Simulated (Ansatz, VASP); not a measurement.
**BP: VASP beside Ansatz**

```
CELL_PARAMETERS angstrom
0.00000 2.23833 2.23833
2.23833 0.00000 2.23833
2.23833 2.23833 0.00000
ATOMIC_POSITIONS crystal
B 0.00000 0.00000 0.00000
P 0.75000 0.75000 0.75000
```

Change from the starting cell: volume scaled by 0.96, PAW files.

Alike in both runs: task electric field gradients; functional PBE; k mesh 15 × 15 × 15; occupations fermi-dirac, width 0.05 eV; no spin polarisation.

|  | VASP | Ansatz |
| --- | --- | --- |
| version | VASP 6.6.1 | Ansatz 0.2.0 |
| potentials or method | VASP PAW PBE potentials, release 64 (B, P) | PAW with Ansatz's default frozen-core files, scalar-relativistic |
| plane-wave cutoff (eV) | 520 | 420 |
| valence electrons in the cell | 8 | 8 |

```tsv
	VASP	Ansatz	Ansatz less VASP
pressure (GPa)	8.2	8.5	+0.27
```

The functional is the same, so the differences come from potentials, cutoffs and numerics.
